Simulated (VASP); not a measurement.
# Si2Ni (fluorite type) (Fm-3m) in VASP: a series of runs

The runs below take Si2Ni (fluorite type) through single point, with LDA.

All numbers are computed with VASP 6.6.1; they aren't measurements. Logs are shortened: lines on timing, memory, paths and dates and some standing lists are left out, and cuts for length are marked.

**1. The cell of the first run**

It takes space group Fm-3m (No. 225, cubic). The conventional cell has a = 4.562 Å, b = 4.562 Å, c = 4.562 Å, α = 90.00°, β = 90.00°, γ = 90.00°. Ni (site symmetry m-3m) has 8 Si at 1.98 Å within 2.6 Å. Si (site symmetry -43m) has 4 Ni at 1.98 Å and 6 Si at 2.28 Å within 2.6 Å.

**2. Single point, LDA (volume scaled by 0.62)**

Contents of INCAR:

```
ALGO = Normal
EDIFF = 1E-6
ENCUT = 520
GGA = CA
ISIF = 2
ISMEAR = -1
LASPH = True
LCHARG = False
LREAL = False
LWAVE = False
NBANDS = 16
NELM = 60
PREC = Accurate
SIGMA = 0.05
```

Contents of KPOINTS:

```
k-points
0
Gamma
  11 11 11
```

Contents of POSCAR:

```
Si2Ni
1.0
    0.0000000000      2.2810967818      2.2810967818
    2.2810967818      0.0000000000      2.2810967818
    2.2810967818      2.2810967818      0.0000000000
Ni Si
1 2
Direct
    0.0000000000      0.0000000000      0.0000000000
    0.2500000000      0.2500000000      0.2500000000
    0.7500000000      0.7500000000      0.7500000000
```

Potentials or basis: VASP PAW LDA potentials, release 64 (Ni, Si).

On the command line:

```console
> cat potpaw_LDA.64/Ni/POTCAR potpaw_LDA.64/Si/POTCAR > POTCAR
> mpirun -np 1 vasp_std > vasp.out
```

OUTCAR:

```text
EDIFF = 1E-6
   ENCUT = 520
   GGA = CA
   ISIF = 2
   ISMEAR = -1
   LASPH = True
   LREAL = False
   NELM = 60
   PREC = Accurate

 ion  position               nearest neighbor table
   1  0.000  0.000  0.000-   3 1.98   3 1.98   3 1.98   2 1.98   2 1.98   2 1.98   3 1.98   2 1.98

   2  0.250  0.250  0.250-   1 1.98   1 1.98   1 1.98   1 1.98   3 2.28   3 2.28   3 2.28   3 2.28
                             3 2.28   3 2.28
   3  0.750  0.750  0.750-   1 1.98   1 1.98   1 1.98   1 1.98   2 2.28   2 2.28   2 2.28   2 2.28
                             2 2.28   2 2.28

  LATTYP: Found a face centered cubic cell.
 ALAT       =     4.5621935636

  Lattice vectors:

 A1 = (   0.0000000000,   2.2810967818,   2.2810967818)
 A2 = (   2.2810967818,   0.0000000000,   2.2810967818)
 A3 = (   2.2810967818,   2.2810967818,   0.0000000000)

Analysis of symmetry for initial positions (statically):
=====================================================================
 Subroutine PRICEL returns:
 Original cell was already a primitive cell.

 Routine SETGRP: Setting up the symmetry group for a
 face centered cubic supercell.

 Subroutine GETGRP returns: Found 48 space group operations
 (whereof 48 operations were pure point group operations)
 out of a pool of 48 trial point group operations.

The static configuration has the point symmetry O_h .

Analysis of symmetry for dynamics (positions and initial velocities):
=====================================================================
 Subroutine PRICEL returns:
 Original cell was already a primitive cell.

 Routine SETGRP: Setting up the symmetry group for a
 face centered cubic supercell.

 Subroutine GETGRP returns: Found 48 space group operations
 (whereof 48 operations were pure point group operations)
 out of a pool of 48 trial point group operations.

The dynamic configuration has the point symmetry O_h .

 Subroutine INISYM returns: Found 48 space group operations
 (whereof 48 operations are pure point group operations),
 and found     1 'primitive' translations

----------------------------------------------------------------------------------------

                                     Primitive cell

  volume of cell :      23.7389

  direct lattice vectors                    reciprocal lattice vectors
     0.000000000  2.281096782  2.281096782    -0.219192804  0.219192804  0.219192804
     2.281096782  0.000000000  2.281096782     0.219192804 -0.219192804  0.219192804
[... 81 lines left out ...]
   ISPIN  =      1    spin polarized calculation?
   LNONCOLLINEAR =      F non collinear calculations
   LSORBIT =      F    spin-orbit coupling
   LASPH  =      T    aspherical Exc in radial PAW
   ENCUT  =  520.0 eV  38.22 Ry    6.18 a.u.   6.00  6.00  6.00*2*pi/ulx,y,z
   NELM   =     60;   NELMIN=  2; NELMDL= -5     # of ELM steps
   EDIFF  = 0.1E-05   stopping-criterion for ELM
   LREAL  =      F    real-space projection
   EDIFFG = 0.1E-04   stopping-criterion for IOM
   NSW    =      0    number of steps for IOM
   IBRION =     -1    ionic relax: 0-MD 1-quasi-New 2-CG
   NFREE  =      0    steps in history (QN), initial steepest desc. (CG)
   ISIF   =      2    stress and relaxation
   ISYM   =      2    0-nonsym 1-usesym 2-fastsym
   POTIM  = 0.5000    time-step for ionic-motion
   TEBEG  =    0.0;   TEEND  =   0.0 temperature during run
   PSTRESS=    0.0 pullay stress
   NELECT =      18.0000    total number of electrons
   NUPDOWN=      -1.0000    fix difference up-down
   EMIN   =  10.00;   EMAX   =-10.00  energy-range for DOS
   EFERMI =   0.00;   METHOD = LEGACY
   ISMEAR =    -1;   SIGMA  =   0.05  broadening in eV -4-tet -1-fermi 0-gaus
   EFERMI_NEDOS =   21; number of points for ismear=-14 and -15
   IALGO  =     38    algorithm
   IMIX   =      4    mixing-type and parameters
     AMIX     =   0.40;   BMIX     =  1.00
     AMIX_MAG =   1.60;   BMIX_MAG =  1.00
  volume/ion in A,a.u.               =       7.91        53.40
  Fermi-wavevector in a.u.,A,eV,Ry     =   1.492836  2.821050 30.321370  2.228558
  Thomas-Fermi vector in A             =   2.605313
   LORBIT       =      0    0 simple, 1 ext, 2 COOP (PROOUT), +10 PAW based schemes
   GGA     = CA    functional components
   LHFCALC =     F    Hartree Fock is set to
   AEXX    =    0.0000 exact exchange contribution
   IVDW    =     0    specifies the selected vdW correction
   LEPSILON=     F    determine dielectric tensor
   LRPA    =     F    only Hartree local field effects (RPA)
 non-spin polarized calculation
  energy-cutoff  :      520.00
  volume of cell :       23.74
 maximum number of plane-waves:       649
   NGX = 11   NGY = 11   NGZ = 11

 number of electron      17.9999991 magnetization

 Free energy of the ion-electron system (eV)
  ---------------------------------------------------
  ext. energy  EPLUGINS =         0.00000000
  ---------------------------------------------------
  free energy    TOTEN  =       -12.92966015 eV

  energy without entropy =      -12.92267343  energy(sigma->0) =      -12.92616679

 E-fermi :  20.2095     XC(G=0): -14.2651

 val. band max:       20.1885156432   @ k =  -0.1818   0.0909   0.0000
 cond. band min:      20.2725727799   @ k =  -0.4545   0.3636   0.0000
 fundamental gap:      0.0840571367
 Fermi energy:        20.2094917284

 k-point     1 :       0.0000    0.0000    0.0000
  band No.  band energies     occupation
      1       0.3745      2.00000
      2      10.3031      2.00000
      3      10.3031      2.00000
      4      10.3031      2.00000
      5      12.4114      2.00000
      6      12.4114      2.00000
[... 433 lines left out ...]
      3      10.1599      2.00000
      4      10.9765      2.00000
      5      11.8326      2.00000
      6      12.7395      2.00000
[... 8 lines left out ...]
     15      28.4477      0.00000
     16      29.9292      0.00000

 [... further k-points ...]
[... 5 lines left out ...]
  --------------------------------------------------------------------------------------
  -------------------------------------------------------------------------------------
  Total       34.8233875     34.8233875     34.8233875      0.0000000     -0.0000000      0.0000000
  in kB     2350.2846621   2350.2846621   2350.2846621      0.0000000     -0.0000000      0.0000000
  external PRESSURE =    2350.2846621 kB  Pullay stress =       0.0000000 kB

 VOLUME and BASIS-vectors are now :
 -----------------------------------------------------------------------------
  energy-cutoff  :      520.00
  volume of cell :       23.74
      direct lattice vectors                 reciprocal lattice vectors
     0.000000000  2.281096782  2.281096782    -0.219192804  0.219192804  0.219192804
     2.281096782  0.000000000  2.281096782     0.219192804 -0.219192804  0.219192804
     2.281096782  2.281096782  0.000000000     0.219192804  0.219192804 -0.219192804

 POSITION                                       TOTAL-FORCE (eV/Angst)
 -----------------------------------------------------------------------------------
      0.00000      0.00000      0.00000        -0.000000     -0.000000     -0.000000
      1.14055      1.14055      1.14055        -0.000000      0.000000     -0.000000
      3.42165      3.42165      3.42165         0.000000      0.000000      0.000000
 -----------------------------------------------------------------------------------
    total drift:                               -0.000000      0.000000      0.000000

  FREE ENERGIE OF THE ION-ELECTRON SYSTEM (eV)
  ---------------------------------------------------
  free  energy   TOTEN  =       -12.9296601510 eV

  energy  without entropy=      -12.9226734308  energy(sigma->0) =      -12.92616679
```

OSZICAR:

```text
N       E                     dE             d eps       ncg     rms          rms(c)
DAV:   1     0.779089684460E+02    0.77909E+02   -0.83668E+03  1840   0.133E+03
DAV:   2    -0.118828704746E+02   -0.89792E+02   -0.83119E+02  1992   0.251E+02
DAV:   3    -0.156633426505E+02   -0.37805E+01   -0.37530E+01  2320   0.541E+01
DAV:   4    -0.157111921073E+02   -0.47849E-01   -0.47836E-01  2176   0.588E+00
DAV:   5    -0.157120798762E+02   -0.88777E-03   -0.88776E-03  2328   0.811E-01    0.262E+01
DAV:   6    -0.154351840750E+02    0.27690E+00   -0.20315E+01  2080   0.123E+02    0.145E+01
DAV:   7    -0.132010209894E+02    0.22342E+01   -0.75414E+00  2248   0.847E+01    0.832E+00
DAV:   8    -0.129602954898E+02    0.24073E+00   -0.31018E-01  2464   0.754E+00    0.202E+00
DAV:   9    -0.129292639810E+02    0.31032E-01   -0.54137E-02  2328   0.666E+00    0.287E-01
DAV:  10    -0.129297398789E+02   -0.47590E-03   -0.80534E-03  2120   0.891E-01    0.179E-01
DAV:  11    -0.129296760652E+02    0.63814E-04   -0.29573E-04  2464   0.519E-01    0.720E-02
DAV:  12    -0.129296599052E+02    0.16160E-04   -0.54209E-05  2712   0.164E-01    0.204E-02
DAV:  13    -0.129296601510E+02   -0.24578E-06   -0.37323E-06  2008   0.151E-02
   1 F= -.12929660E+02 E0= -.12926167E+02  d E =-.698672E-02
```

It took 30 s on 1 thread of AMD EPYC 7R13 (Zen 3), shared host; peak memory 0.11 GiB.

Results:

```
Free energy            : -12.9297 eV
Pressure               : 235.0 GPa
Band gap on the k mesh : zero (band 9 reaches 21.03 eV, above the bottom of band 10 at 19.92 eV)
```

**3. Single point, LDA (volume scaled by 0.62)**

Contents of INCAR:

```
PREC = Accurate
ENCUT = 520
EDIFF = 1E-6
ISMEAR = -1
SIGMA = 0.05
LREAL = F
LASPH = T
NELM = 60
ALGO = Normal
ISIF = 2
LWAVE = F
LCHARG = F
NBANDS = 16
```

Contents of KPOINTS:

```
regular mesh
0
Gamma
  11 11 11
```

POSCAR is that of step 2.

Potentials or basis: VASP PAW LDA potentials, release 64 (Ni, Si).

On the command line:

```console
> cat potpaw_LDA.64/Ni/POTCAR potpaw_LDA.64/Si/POTCAR > POTCAR
> mpirun -np 1 vasp_std > vasp.out
```

It took 34 s on 1 thread of AMD EPYC 7R13 (Zen 3), shared host; peak memory 0.11 GiB.

It converged, with:

```
Free energy            : -12.9297 eV
Pressure               : 235.0 GPa
Band gap on the k mesh : zero (band 9 reaches 21.03 eV, above the bottom of band 10 at 19.92 eV)
```

Levels at points of the mesh, in eV from the Fermi level:
| k point | band 6 | band 7 | band 8 | band 9 | band 10 | band 11 | band 12 | band 13 |
| --- | --- | --- | --- | --- | --- | --- | --- | --- |
| (0.00, 0.00, 0.00) | -7.80 | 0.54 | 0.54 | 0.54 | 2.35 | 2.35 | 2.35 | 4.70 |

 Spin polarisation is off, so any magnetic state and its effect on volume and gap are missing.

**4. Single point, LDA (volume scaled by 0.72)**

Contents of INCAR:

```
  ALGO = Normal
  EDIFF = 1E-6
  ENCUT = 520
  GGA = CA
  ISIF = 2
  ISMEAR = -1
  LASPH = T
  LCHARG = F
  LREAL = F
  LWAVE = F
  NBANDS = 16
  NELM = 60
  PREC = Accurate
  SIGMA = 0.05
```

Contents of KPOINTS:

```
k-points
0
Gamma
  11 11 11
```

Contents of POSCAR:

```
Si2Ni
1.0
    0.0000000000      2.3976768353      2.3976768353
    2.3976768353      0.0000000000      2.3976768353
    2.3976768353      2.3976768353      0.0000000000
Ni Si
1 2
Direct
    0.0000000000      0.0000000000      0.0000000000
    0.2500000000      0.2500000000      0.2500000000
    0.7500000000      0.7500000000      0.7500000000
```

Potentials or basis: VASP PAW LDA potentials, release 64 (Ni, Si).

On the command line:

```console
> cat potpaw_LDA.64/Ni/POTCAR potpaw_LDA.64/Si/POTCAR > POTCAR
> mpirun -np 1 vasp_std > vasp.out
```

OUTCAR:

```text
EDIFF = 1E-6
   ENCUT = 520
   GGA = CA
   ISIF = 2
   ISMEAR = -1
   LASPH = T
   LREAL = F
   NELM = 60
   PREC = Accurate

 ion  position               nearest neighbor table
   1  0.000  0.000  0.000-   3 2.08   3 2.08   3 2.08   2 2.08   3 2.08   2 2.08   2 2.08   2 2.08

   2  0.250  0.250  0.250-   1 2.08   1 2.08   1 2.08   1 2.08   3 2.40   3 2.40   3 2.40   3 2.40
                             3 2.40   3 2.40
   3  0.750  0.750  0.750-   1 2.08   1 2.08   1 2.08   1 2.08   2 2.40   2 2.40   2 2.40   2 2.40
                             2 2.40   2 2.40

  LATTYP: Found a face centered cubic cell.
 ALAT       =     4.7953536706

  Lattice vectors:

 A1 = (   0.0000000000,   2.3976768353,   2.3976768353)
 A2 = (   2.3976768353,   0.0000000000,   2.3976768353)
 A3 = (   2.3976768353,   2.3976768353,   0.0000000000)

Analysis of symmetry for initial positions (statically):
=====================================================================
 Subroutine PRICEL returns:
[... 166 lines left out ...]
  ---------------------------------------------------
  ext. energy  EPLUGINS =         0.00000000
  ---------------------------------------------------
  free energy    TOTEN  =       -16.99084874 eV

  energy without entropy =      -16.98180866  energy(sigma->0) =      -16.98632870

 E-fermi :  17.0554     XC(G=0): -13.4855

 val. band max:       17.0243322183   @ k =  -0.4545   0.3636   0.0000
 cond. band min:      17.0775480117   @ k =  -0.3636   0.3636   0.0000
 fundamental gap:      0.0532157933
 Fermi energy:        17.0554018849

 k-point     1 :       0.0000    0.0000    0.0000
  band No.  band energies     occupation
      1      -1.0121      2.00000
      2       8.5628      2.00000
      3       8.5628      2.00000
      4       8.5628      2.00000
      5      10.5813      2.00000
      6      10.5813      2.00000
[... 433 lines left out ...]
      3       8.3948      2.00000
      4       9.1896      2.00000
      5      10.0576      2.00000
      6      10.8206      2.00000
[... 8 lines left out ...]
     15      24.2691      0.00000
     16      26.3181      0.00000

 [... further k-points ...]
[... 5 lines left out ...]
  --------------------------------------------------------------------------------------
  -------------------------------------------------------------------------------------
  Total       20.1416692     20.1416692     20.1416692      0.0000000      0.0000000     -0.0000000
  in kB     1170.5880989   1170.5880989   1170.5880989      0.0000000      0.0000000     -0.0000000
  external PRESSURE =    1170.5880989 kB  Pullay stress =       0.0000000 kB

 VOLUME and BASIS-vectors are now :
 -----------------------------------------------------------------------------
  energy-cutoff  :      520.00
  volume of cell :       27.57
      direct lattice vectors                 reciprocal lattice vectors
     0.000000000  2.397676835  2.397676835    -0.208535192  0.208535192  0.208535192
     2.397676835  0.000000000  2.397676835     0.208535192 -0.208535192  0.208535192
     2.397676835  2.397676835  0.000000000     0.208535192  0.208535192 -0.208535192

 POSITION                                       TOTAL-FORCE (eV/Angst)
 -----------------------------------------------------------------------------------
      0.00000      0.00000      0.00000         0.000000      0.000000     -0.000000
      1.19884      1.19884      1.19884         0.000000      0.000000      0.000000
      3.59652      3.59652      3.59652        -0.000000     -0.000000     -0.000000
 -----------------------------------------------------------------------------------
    total drift:                               -0.000000     -0.000000      0.000000

  FREE ENERGIE OF THE ION-ELECTRON SYSTEM (eV)
  ---------------------------------------------------
  free  energy   TOTEN  =       -16.9908487432 eV

  energy  without entropy=      -16.9818086615  energy(sigma->0) =      -16.98632870
```

stdout:

```text
POSCAR found type information on POSCAR NiSi
 POSCAR found :  2 types and       3 ions
 scaLAPACK will be used
 LDA part: xc-table for (Slater(with rela. corr.)+CA(PZ))
 , standard interpolation
 POSCAR, INCAR and KPOINTS ok, starting setup
 FFT: planning ... GRIDC
 FFT: planning ... GRID_SOFT
 FFT: planning ... GRID
 WAVECAR not read
 entering main loop
```

Wall time 62 s (1 thread of AMD EPYC 7R13 (Zen 3), shared host); peak memory 0.12 GiB.

Results:

- Free energy: -16.9908 eV
- Pressure: 117.1 GPa
- Band gap on the k mesh: zero (band 9 reaches 18.10 eV, above the bottom of band 10 at 16.92 eV)

Levels at points of the mesh, in eV from the Fermi level:
```csv
k point,band 6,band 7,band 8,band 9,band 10,band 11,band 12,band 13
"(0.00, 0.00, 0.00)",-6.47,0.99,0.99,0.99,1.91,1.91,1.91,2.70
```

 Spin polarisation is off, so any magnetic state and its effect on volume and gap are missing.

**5. Single point, LDA (volume scaled by 0.72)**

Contents of INCAR:

```
SYSTEM = Si2Ni
ALGO = Normal
EDIFF = 1E-6
ENCUT = 520
GGA = CA
ISIF = 2
ISMEAR = -1
LASPH = .TRUE.
LCHARG = .FALSE.
LREAL = .FALSE.
LWAVE = .FALSE.
NBANDS = 16
NELM = 80
PREC = Accurate
SIGMA = 0.05
```

Contents of KPOINTS:

```
k-points
0
G
  11 11 11
  0 0 0
```

POSCAR is that of step 4.

On the command line:

```console
> cat potpaw_LDA.64/Ni/POTCAR potpaw_LDA.64/Si/POTCAR > POTCAR
> mpirun -np 1 vasp_std > vasp.out
```

It used 37 s of CPU time on 1 thread of AMD EPYC 7R13 Processor (Zen 3), on a shared host.

Results (log left out):

| Quantity | Value |
| --- | --- |
| Free energy | -16.9908 eV |
| Pressure | 117.1 GPa |
| Band gap on the k mesh | zero (band 9 reaches 18.10 eV, above the bottom of band 10 at 16.92 eV) |

Levels at points of the mesh, in eV from the Fermi level:
```tsv
k point	band 5	band 6	band 7	band 8	band 9	band 10	band 11	band 12	band 13	band 14
(0.00, 0.00, 0.00)	-6.47	-6.47	0.99	0.99	0.99	1.91	1.91	1.91	2.70	5.36
```

 Spin polarisation is off, so any magnetic state and its effect on volume and gap are missing.
